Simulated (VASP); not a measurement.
# SiO2 (P6_422) in VASP: vibrations by perturbation theory with LDA

Aim: the vibrations by perturbation theory of SiO2 with LDA.

Program: VASP 6.6.1. These are calculated values, not measurements. Logs are shortened: lines on timing, memory, paths and dates and some standing lists are left out, and cuts for length are marked.

### Step 1. The cell of the first run

It takes space group P6_422 (No. 181, hexagonal). Conventional cell: a = 5.039 Å, b = 5.039 Å, c = 5.525 Å, α = 90.00°, β = 90.00°, γ = 120.00°. Si (site symmetry 222) has 4 O at 1.60 Å within 2.1 Å. O (site symmetry 2) has 2 Si at 1.60 Å within 2.1 Å.

### Step 2. Vibrations by perturbation theory, LDA

INCAR

```
  ALGO = Normal
  EDIFF = 1E-8
  ENCUT = 520
  IBRION = 8
  ISIF = 2
  ISMEAR = 0
  LASPH = True
  LCHARG = False
  LEPSILON = True
  LREAL = False
  LWAVE = False
  NBANDS = 34
  NELM = 80
  NSW = 1
  PREC = Accurate
  SIGMA = 0.01
```

KPOINTS

```
k-points
0
Gamma
  6 6 4
```

POSCAR

```
SiO2
1.0
    5.0386983833      0.0000000000      0.0000000000
   -2.5193491916      4.3636408019      0.0000000000
    0.0000000000      0.0000000000      5.5248550046
Si O
3 6
Direct
    0.0000000000      0.5000000000      0.3333333333
    0.5000000000      0.5000000000      0.6666666667
    0.5000000000      0.0000000000      0.0000000000
    0.5843949026      0.7921974513      0.8333333333
    0.7921974513      0.5843949026      0.5000000000
    0.7921974513      0.2078025487      0.1666666667
    0.4156050974      0.2078025487      0.8333333333
    0.2078025487      0.4156050974      0.5000000000
    0.2078025487      0.7921974513      0.1666666667
```

Potentials or basis: VASP PAW LDA potentials, release 64 (Si, O).

Launch:

```
$ cat potpaw_LDA.64/Si/POTCAR potpaw_LDA.64/O/POTCAR > POTCAR
$ mpirun -np 1 vasp_std > vasp.out
```

OUTCAR:

```text
EDIFF = 1E-8
   ENCUT = 520
   IBRION = 8
   ISIF = 2
   ISMEAR = 0
   LASPH = True
   LEPSILON = True
   LREAL = False
   NELM = 80
   NSW = 1
   PREC = Accurate

 ion  position               nearest neighbor table
   1  0.000  0.500  0.333-   6 1.60   9 1.60   8 1.60   5 1.60   3 3.12   3 3.12   2 3.12   2 3.12

   2  0.500  0.500  0.667-   4 1.60   7 1.60   5 1.60   8 1.60   3 3.12   3 3.12   1 3.12   1 3.12

   3  0.500  0.000  0.000-   4 1.60   7 1.60   6 1.60   9 1.60   2 3.12   2 3.12   1 3.12   1 3.12

   4  0.584  0.792  0.833-   2 1.60   3 1.60
   5  0.792  0.584  0.500-   1 1.60   2 1.60
   6  0.792  0.208  0.167-   1 1.60   3 1.60
   7  0.416  0.208  0.833-   2 1.60   3 1.60
   8  0.208  0.416  0.500-   1 1.60   2 1.60
   9  0.208  0.792  0.167-   1 1.60   3 1.60

  LATTYP: Found a hexagonal cell.
 ALAT       =     5.0386983833
 C/A-ratio  =     1.0964845649

  Lattice vectors:

 A1 = (   5.0386983833,   0.0000000000,   0.0000000000)
 A2 = (  -2.5193491916,   4.3636408019,   0.0000000000)
[... 1149 lines left out ...]
  5Z   -10.433450    3.331483   10.571952  -10.433450   -3.331483   10.571952   -0.917911    0.000000   -3.470428   -2.204042    1.428475    2.455745   28.375257    0.000000  -25.748844   -0.710041    1.990265    2.267004   -0.710041   -1.990265    2.267004   -0.762280    0.000000   -1.370129   -2.204042   -1.428475    2.455745
  6X     3.009717    2.753294    3.127127   -1.455571    0.735303   -0.837443   10.354880    7.603150    8.572110   -0.119297    0.044701    0.151104    0.015713   -0.586787   -0.730501  -16.679252  -15.186080  -14.190458    1.540919   -0.319294    2.100510    1.822612    1.080960    2.190839    1.510278    3.874753   -0.383289
  6Y     3.362419   16.334176   11.703668    0.735303   -0.606515   -1.450494    6.994026    8.989013    8.560006   -0.040202    2.472513    2.617003   -1.199872    1.017793    2.003705  -15.186080  -34.214627  -24.578594    0.293791   -0.507413    0.369220    1.165863    0.530603    1.439362    3.874753    5.984457   -0.663876
  6Z     2.331576   10.701374   10.571952    0.458956    0.794934   -3.470428    8.101874    7.369891   10.571952   -0.135074    2.622994    2.455745   -1.368599    1.610046    2.267004  -14.187629  -24.573693  -25.748844    2.078640   -0.380219    2.267004    2.339116    1.194519    2.455745    0.381140    0.660154   -1.370129
  7X    -1.455571   -0.735303   -0.837443    3.009717   -2.753294    3.127127   10.354880   -7.603150    8.572110    1.510278   -3.874753   -0.383289    0.015713    0.586787   -0.730501    1.540919    0.319294    2.100510  -16.679252   15.186080  -14.190458    1.822612   -1.080960    2.190839   -0.119297   -0.044701    0.151104
  7Y    -0.735303   -0.606515    1.450494   -3.362419   16.334176  -11.703668   -6.994026    8.989013   -8.560006   -3.874753    5.984457    0.663876    1.199872    1.017793   -2.003705   -0.293791   -0.507413   -0.369220   15.186080  -34.214627   24.578594   -1.165863    0.530603   -1.439362    0.040202    2.472513   -2.617003
  7Z     0.458956   -0.794934   -3.470428    2.331576  -10.701374   10.571952    8.101874   -7.369891   10.571952    0.381140   -0.660154   -1.370129   -1.368599   -1.610046    2.267004    2.078640    0.380219    2.267004  -14.187629   24.573693  -25.748844    2.339116   -1.194519    2.455745   -0.135074   -2.622994    2.455745
  8X    15.651243   -3.936169   11.699237   15.651243    3.936169   11.699237   -0.181988   -0.000000   -1.674886   -0.006373    1.187120    1.370009    8.221547   -0.000000   -0.766578    1.826508    1.163614    2.341943    1.826508   -1.163614    2.341943  -42.982314   -0.000000  -28.380916   -0.006373   -1.187120    1.370009
  8Y    -4.545294    3.692651   -3.143662    4.545294    3.692651    3.143662   -0.000000   -1.880098    0.000000    0.574036    1.039879    1.634485   -0.000000   -0.726812    0.000000    1.078710    0.526707    1.177641   -1.078710    0.526707   -1.177641   -0.000000   -7.911565    0.000000   -0.574036    1.039879   -1.634485
  8Z    10.433450   -3.331483   10.571952   10.433450    3.331483   10.571952    0.917911    0.000000   -3.470428    0.710041    1.990265    2.267004    0.762280    0.000000   -1.370129    2.204042    1.428475    2.455745    2.204042   -1.428475    2.455745  -28.375257    0.000000  -25.748844    0.710041   -1.990265    2.267004
  9X     3.009717    2.753294   -3.127127   -1.455571    0.735303    0.837443   10.354880    7.603150   -8.572110    1.540919   -0.319294   -2.100510    1.822612    1.080960   -2.190839    1.510278    3.874753    0.383289   -0.119297    0.044701   -0.151104    0.015713   -0.586787    0.730501  -16.679252  -15.186080   14.190458
  9Y     3.362419   16.334176  -11.703668    0.735303   -0.606515    1.450494    6.994026    8.989013   -8.560006    0.293791   -0.507413   -0.369220    1.165863    0.530603   -1.439362    3.874753    5.984457    0.663876   -0.040202    2.472513   -2.617003   -1.199872    1.017793   -2.003705  -15.186080  -34.214627   24.578594
  9Z    -2.331576  -10.701374   10.571952   -0.458956   -0.794934   -3.470428   -8.101874   -7.369891   10.571952   -2.078640    0.380219    2.267004   -2.339116   -1.194519    2.455745   -0.381140   -0.660154   -1.370129    0.135074   -2.622994    2.455745    1.368599   -1.610046    2.267004   14.187629   24.573693  -25.748844

 Eigenvectors and eigenvalues of the dynamical matrix
   1 f  =   36.156531 THz   227.178186 2PiTHz 1206.052065 cm-1   149.531331 meV
   2 f  =   36.156531 THz   227.178186 2PiTHz 1206.052065 cm-1   149.531331 meV
   3 f  =   34.125045 THz   214.413984 2PiTHz 1138.288992 cm-1   141.129785 meV
   4 f  =   33.519580 THz   210.609734 2PiTHz 1118.092845 cm-1   138.625783 meV
   5 f  =   33.369661 THz   209.667762 2PiTHz 1113.092070 cm-1   138.005766 meV
   6 f  =   33.369661 THz   209.667762 2PiTHz 1113.092070 cm-1   138.005766 meV
[... 15 lines left out ...]
  22 f  =    1.760022 THz    11.058544 2PiTHz   58.708013 cm-1     7.278863 meV
  23 f  =    1.760022 THz    11.058544 2PiTHz   58.708013 cm-1     7.278863 meV
  24 f/i=    0.005980 THz     0.037572 2PiTHz    0.199465 cm-1     0.024730 meV
  25 f/i=    0.052520 THz     0.329993 2PiTHz    1.751877 cm-1     0.217205 meV
  26 f/i=    0.052520 THz     0.329993 2PiTHz    1.751877 cm-1     0.217205 meV
  27 f/i=    2.462757 THz    15.473960 2PiTHz   82.148736 cm-1    10.185141 meV

 MACROSCOPIC STATIC DIELECTRIC TENSOR IONIC CONTRIBUTION
 ------------------------------------------------------
           2.115036     0.000000    -0.000000
           0.000000     2.115036     0.000000
           0.000000     0.000000     2.249369
 ------------------------------------------------------

 ELASTIC MODULI CONTR FROM IONIC RELAXATION (kBar)
 Direction    XX          YY          ZZ          XY          YZ          ZX
 --------------------------------------------------------------------------------
 XX       -1162.4686     54.8980   -441.6704     -0.0000     -0.0000     -0.0000
 YY          54.8980  -1162.4686   -441.6704     -0.0000     -0.0000     -0.0000
 ZZ        -441.6704   -441.6704   -352.2534     -0.0000      0.0000     -0.0000
 XY          -0.0000     -0.0000     -0.0000   -608.6974     -0.0000     -0.0000
 YZ          -0.0000      0.0000      0.0000      0.0000  -2702.9121     -0.0000
 ZX          -0.0000     -0.0000     -0.0000     -0.0000     -0.0000  -2742.0276
 --------------------------------------------------------------------------------

 PIEZOELECTRIC TENSOR IONIC CONTR  for field in x, y, z        (C/m^2)
          XX          YY          ZZ          XY          YZ          ZX
  --------------------------------------------------------------------------------
  x    -0.00000     0.00000    -0.00000    -0.00000     0.30683     0.00000
  y     0.00000    -0.00000    -0.00000    -0.00000    -0.00000    -0.30800
  z     0.00000    -0.00000    -0.00000     0.00270    -0.00000    -0.00000
```

stdout:

```text
POSCAR found type information on POSCAR SiO
 POSCAR found :  2 types and       9 ions
 scaLAPACK will be used
 LDA part: xc-table for (Slater(with rela. corr.)+CA(PZ))
 , standard interpolation
 POSCAR, INCAR and KPOINTS ok, starting setup
 FFT: planning ... GRIDC
 FFT: planning ... GRID_SOFT
 FFT: planning ... GRID
[... 33 lines left out ...]
 first order change of Fermi-energy   0.42658E-05
 force on displaced ion       1 direction 3 :   0.000   0.000 -49.865
 Born effective charge ion    1 direction 3 :   0.000   0.000   3.447
 Linear response progress:
 first order change of Fermi-energy   0.83883E+01
 force on displaced ion       4 direction 1 : -16.679  15.186  14.190
 Born effective charge ion    4 direction 1 :  -1.365   0.550   0.435
 Linear response progress:
 first order change of Fermi-energy   0.87189E+01
 force on displaced ion       4 direction 3 :  14.190 -24.573 -25.749
 Born effective charge ion    4 direction 3 :   0.435  -0.754  -1.724
 Born effective charges drift removed
 Linear response finished
```

It took 79 min on 1 thread of Oxide Virtual Turin-like, shared host; peak memory 0.68 GiB.

What came out:

| Item | Value |
| --- | --- |
| Electronic dielectric tensor (diagonal) | 2.37, 2.37, 2.39 |
| Born charges (mean of the diagonal) | Si +3.39; O -1.70 e |
| Highest phonon frequency at Γ, LO-TO splitting left out | 1206 cm⁻¹ |
| Most unstable mode | 82i cm⁻¹ |

Phonon frequencies in cm⁻¹ (negative: imaginary):
```tsv
q point	frequencies
(0.000, 0.000, 0.000)	-82 -2 -2 0 59 59 233 233 345 381 381 393 394 394 403 424 674 674 775 779 779 1113 1113 1118 1138 1206 1206
```

Electronic dielectric tensor:
```
2.37 0.00 0.00
0.00 2.37 0.00
0.00 0.00 2.39
```

Born effective charge tensors (e):
atom 1, Si
```
3.53 0.29 0.00
0.29 3.19 0.00
0.00 0.00 3.45
```
atom 2, Si
```
 3.53 -0.29  0.00
-0.29  3.19  0.00
 0.00  0.00  3.45
```
atom 3, Si
```
3.03 0.00 0.00
0.00 3.70 0.00
0.00 0.00 3.45
```
atom 4, O
```
-1.36  0.55  0.44
 0.55 -2.00 -0.75
 0.43 -0.75 -1.72
```
atom 5, O
```
-2.32  0.00  0.87
 0.00 -1.04  0.00
 0.87  0.00 -1.72
```
atom 6, O
```
-1.36 -0.55 -0.44
-0.55 -2.00 -0.75
-0.43 -0.75 -1.72
```
atom 7, O
```
-1.36  0.55 -0.44
 0.55 -2.00  0.75
-0.43  0.75 -1.72
```
atom 8, O
```
-2.32  0.00 -0.87
 0.00 -1.04  0.00
-0.87  0.00 -1.72
```
atom 9, O
```
-1.36 -0.55  0.44
-0.55 -2.00  0.75
 0.43  0.75 -1.72
```

Caveat: some modes are imaginary.
